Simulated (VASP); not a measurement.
# Al (P6_3/mmc) in VASP: a series of runs, part 2 of 2

VASP 6.6.1. The steps go on from the part before.

## (3) Vibrations by perturbation theory, PBEsol

INCAR

```
PREC     = Accurate       # precision mode
ENCUT    = 520            # plane-wave cutoff, eV
EDIFF    = 1E-8           # SCF threshold, eV
ISMEAR   = -1             # smearing method
SIGMA    = 0.05           # smearing width, eV
LREAL    = False          # projectors in reciprocal space
LASPH    = True           # aspherical terms in the spheres
NELM     = 60             # most SCF steps
ALGO     = Normal         # electronic algorithm
ISIF     = 2              # what is computed and relaxed
LWAVE    = False          # write WAVECAR
LCHARG   = False          # write CHGCAR
GGA      = PS             # functional
NBANDS   = 10             # bands
IBRION   = 8              # ionic algorithm
NSW      = 1              # ionic steps
```

KPOINTS

```
regular mesh
0
Gamma
  8 8 5
```

POSCAR

```
Al
1.0
    2.8124553515      0.0000000000      0.0000000000
   -1.4062276757      2.4356577814      0.0000000000
    0.0000000000      0.0000000000      4.8668500000
Al
2
Direct
    0.3333333333      0.6666666667      0.2500000000
    0.6666666667      0.3333333333      0.7500000000
```

Potentials or basis: VASP PAW PBE potentials, release 64 (Al).

Started as:

```bash
$ cat potpaw_PBE.64/Al/POTCAR > POTCAR
$ mpirun -np 1 vasp_std > vasp.out
```

OUTCAR:

```text
PREC = Accurate
   ENCUT = 520
   EDIFF = 1E-8
   ISMEAR = -1
   LREAL = False
   LASPH = True
   NELM = 60
   ISIF = 2
   GGA = PS
   IBRION = 8
   NSW = 1

 ion  position               nearest neighbor table
   1  0.333  0.667  0.250-   2 2.93   2 2.93   2 2.93   2 2.93   2 2.93   2 2.93
   2  0.667  0.333  0.750-   1 2.93   1 2.93   1 2.93   1 2.93   1 2.93   1 2.93

  LATTYP: Found a hexagonal cell.
 ALAT       =     2.8124553515
 C/A-ratio  =     1.7304630267

  Lattice vectors:

 A1 = (   2.8124553515,   0.0000000000,   0.0000000000)
 A2 = (  -1.4062276757,   2.4356577814,   0.0000000000)
 A3 = (   0.0000000000,   0.0000000000,   4.8668500000)

Analysis of symmetry for initial positions (statically):
=====================================================================
 Subroutine PRICEL returns:
 Original cell was already a primitive cell.

 Routine SETGRP: Setting up the symmetry group for a
 hexagonal supercell.

 Subroutine GETGRP returns: Found 24 space group operations
 (whereof 12 operations were pure point group operations)
 out of a pool of 24 trial point group operations.

The static configuration has the point symmetry D_3d.
 The point group associated with its full space group is D_6h.

Analysis of symmetry for dynamics (positions and initial velocities):
=====================================================================
 Subroutine PRICEL returns:
 Original cell was already a primitive cell.

 Routine SETGRP: Setting up the symmetry group for a
 hexagonal supercell.

 Subroutine GETGRP returns: Found 24 space group operations
 (whereof 12 operations were pure point group operations)
 out of a pool of 24 trial point group operations.

The dynamic configuration has the point symmetry D_3d.
 The point group associated with its full space group is D_6h.

 Subroutine INISYM returns: Found 24 space group operations
 (whereof 12 operations are pure point group operations),
 and found     1 'primitive' translations

----------------------------------------------------------------------------------------

                                     Primitive cell

  volume of cell :      33.3388

  direct lattice vectors                    reciprocal lattice vectors
     2.812455352  0.000000000  0.000000000     0.355561200  0.205283355  0.000000000
    -1.406227676  2.435657781  0.000000000     0.000000000  0.410566709  0.000000000
     0.000000000  0.000000000  4.866850000     0.000000000  0.000000000  0.205471712

  length of vectors
     2.812455352  2.812455351  4.866850000     0.410566709  0.410566709  0.205471712

  position of ions in fractional coordinates (direct lattice)
     0.333333333  0.666666667  0.250000000
     0.666666667  0.333333333  0.750000000

  ion indices of the primitive-cell ions
[... 435 lines left out ...]
      3       7.1903      2.00000
      4       8.3329      0.00011
      5      11.8604      0.00000
      6      14.9228      0.00000
      7      15.2569      0.00000
      8      16.3211      0.00000
      9      16.5811      0.00000
     10      17.3981      0.00000

 [... further k-points ...]
[... 5 lines left out ...]
  --------------------------------------------------------------------------------------
  -------------------------------------------------------------------------------------
  Total       -0.2986201     -0.2986201     -0.5584493     -0.0000000      0.0000000      0.0000000
  in kB      -14.3509208    -14.3509208    -26.8376485     -0.0000000      0.0000000      0.0000000
  external PRESSURE =     -18.5131634 kB  Pullay stress =       0.0000000 kB

 VOLUME and BASIS-vectors are now :
 -----------------------------------------------------------------------------
  energy-cutoff  :      520.00
  volume of cell :       33.34
      direct lattice vectors                 reciprocal lattice vectors
     2.812455352  0.000000000  0.000000000     0.355561200  0.205283355  0.000000000
    -1.406227676  2.435657781  0.000000000     0.000000000  0.410566709  0.000000000
     0.000000000  0.000000000  4.866850000     0.000000000  0.000000000  0.205471712

 POSITION                                       TOTAL-FORCE (eV/Angst)
 -----------------------------------------------------------------------------------
     -0.00000      1.62377      1.21671        -0.000000      0.000000      0.000000
      1.40623      0.81189      3.65014         0.000000     -0.000000      0.000000
 -----------------------------------------------------------------------------------
    total drift:                                0.000000     -0.000000     -0.000000

  FREE ENERGIE OF THE ION-ELECTRON SYSTEM (eV)
  ---------------------------------------------------
  free  energy   TOTEN  =        -8.0813443768 eV

  energy  without entropy=       -8.0716514133  energy(sigma->0) =       -8.07649790

[... ionic steps 2 to 3 ...]

--------------------------------------- Ionic step        4  -------------------------------------------

------------------------ aborting loop because EDIFF is reached ----------------------------------------

[... ionic steps 5 to 5 ...]

--------------------------------------- Ionic step        6  -------------------------------------------

 Free energy of the ion-electron system (eV)
  ---------------------------------------------------
  ---------------------------------------------------
  free energy    TOTEN  =        -0.01243451 eV

  energy without entropy =       -0.01243451

------------------------ aborting loop because EDIFF is reached ----------------------------------------

 INTERNAL STRAIN TENSOR  FOR ION    1  DIRECTION 3   (eV/Angst):
 -----------------------------------------------------------------------------
    -0.00212 -0.00000 -0.00000
     0.00000 -0.00212 -0.00000
    -0.00000  0.00000  0.00331

 INTERNAL STRAIN TENSOR FOR ION    2 for displacements in x,y,z  (eV/Angst):
          X           Y           Z          XY          YZ          ZX
  --------------------------------------------------------------------------------
  x     0.00000    -0.00000     0.00000     0.12128     0.00000     0.00000
  y     0.12128    -0.12128    -0.00000    -0.00000     0.00000     0.00000
  z    -0.00000    -0.00000     0.00000     0.00000     0.00000     0.00000

 SECOND DERIVATIVES (NOT SYMMETRIZED)
 ------------------------------------
               1X          1Y          1Z          2X          2Y          2Z
  1X    -0.788466   -0.000000    0.000000    0.788466    0.000000    0.000000
  1Y    -0.000000   -0.788466    0.000000    0.000000    0.788466    0.000000
  1Z    -0.000000    0.000000   -4.312214    0.000000    0.000000    4.312214
  2X     0.788466    0.000000    0.000000   -0.788466   -0.000000    0.000000
  2Y     0.000000    0.788466    0.000000   -0.000000   -0.788466    0.000000
  2Z     0.000000    0.000000    4.312214   -0.000000    0.000000   -4.312214

 Eigenvectors and eigenvalues of the dynamical matrix
 ----------------------------------------------------

   1 f  =    8.838669 THz    55.534996 2PiTHz  294.826269 cm-1    36.553782 meV
             X         Y         Z           dx          dy          dz
     -0.000000  1.623772  1.216713     0.000000    0.000000    0.707107
      1.406228  0.811886  3.650138    -0.000000    0.000000   -0.707107
[... 11 lines left out ...]
   4 f  =    0.000000 THz     0.000000 2PiTHz    0.000001 cm-1     0.000000 meV
             X         Y         Z           dx          dy          dz
     -0.000000  1.623772  1.216713    -0.633910   -0.290852   -0.116461
      1.406228  0.811886  3.650138    -0.633910   -0.290852   -0.116461

   5 f/i=    0.000000 THz     0.000000 2PiTHz    0.000001 cm-1     0.000000 meV
             X         Y         Z           dx          dy          dz
     -0.000000  1.623772  1.216713     0.311342   -0.555450   -0.307477
      1.406228  0.811886  3.650138     0.311342   -0.555450   -0.307477

   6 f/i=    0.000000 THz     0.000000 2PiTHz    0.000003 cm-1     0.000000 meV
             X         Y         Z           dx          dy          dz
     -0.000000  1.623772  1.216713     0.034991   -0.326926    0.626015
      1.406228  0.811886  3.650138     0.034991   -0.326926    0.626015

--------------------------------------------------------------------------------------------------------

 ELASTIC MODULI CONTR FROM IONIC RELAXATION (kBar)
 Direction    XX          YY          ZZ          XY          YZ          ZX
 --------------------------------------------------------------------------------
 XX          -0.8965      0.8965      0.0000     -0.0000      0.0000      0.0000
 YY           0.8965     -0.8965     -0.0000     -0.0000      0.0000      0.0000
 ZZ           0.0000     -0.0000     -0.0000     -0.0000      0.0000      0.0000
 XY          -0.0000     -0.0000     -0.0000     -0.8965     -0.0000     -0.0000
 YZ           0.0000      0.0000      0.0000     -0.0000     -0.0000     -0.0000
 ZX           0.0000      0.0000      0.0000     -0.0000     -0.0000     -0.0000
 --------------------------------------------------------------------------------
```

It took 37 s on 1 thread of Intel Xeon 6975P-C, shared host; peak memory 0.2 GiB.

Results:

```
Highest phonon frequency at Γ : 295 cm⁻¹
```

Phonon frequencies in cm⁻¹ (negative: imaginary):
| q point | frequencies |
| --- | --- |
| (0.000, 0.000, 0.000) | 0 0 0 126 126 295 |

Caveat: the cell wasn't relaxed at this level first, which shifts response properties; the PAW data sets were made with another functional, which shifts forces and pressure a little.

## (4) Elastic constants, PBEsol

INCAR

```
  ALGO = Normal
  EDIFF = 1E-8
  ENCUT = 600
  GGA = PS
  IBRION = 6
  ISIF = 3
  ISMEAR = -1
  LASPH = T
  LCHARG = F
  LREAL = F
  LWAVE = F
  NBANDS = 10
  NELM = 100
  NFREE = 2
  NSW = 1
  POTIM = 0.015
  PREC = Accurate
  SIGMA = 0.05
```

KPOINTS

```
k-points
0
Gamma
  8 8 5
```

POSCAR is that of step 3.

Started as:

```bash
$ cat potpaw_PBE.64/Al/POTCAR > POTCAR
$ mpirun -np 1 vasp_std > vasp.out
```

Wall time 3.3 min (1 thread of Intel Xeon 6975P-C, shared host); peak memory 0.22 GiB.

Results (log left out):

- Voigt bulk modulus: 74 GPa
- Highest phonon frequency at Γ: 295 cm⁻¹

Phonon frequencies in cm⁻¹ (negative: imaginary):
```tsv
q point	frequencies
(0.000, 0.000, 0.000)	0 0 0 126 126 295
```

Elastic tensor in Voigt notation (GPa, in the Cartesian axes of the cell as first typed):
```
153  48  28   0   0   0
 48 153  28   0   0   0
 28  28 152   0   0   0
  0   0   0 -71   0   0
  0   0   0   0 -71   0
  0   0   0   0   0  52
```

Clamped-ion elastic tensor (GPa):
```
153  48  28   0   0   0
 48 153  28   0   0   0
 28  28 152   0   0   0
  0   0   0 -71   0   0
  0   0   0   0 -71   0
  0   0   0   0   0  52
```

Caveat: the cell is under stress, which shifts elastic constants; the elastic tensor has a negative eigenvalue, so either the cell is unstable as it stands or the mesh is too thin; the PAW data sets were made with another functional, which shifts forces and pressure a little.
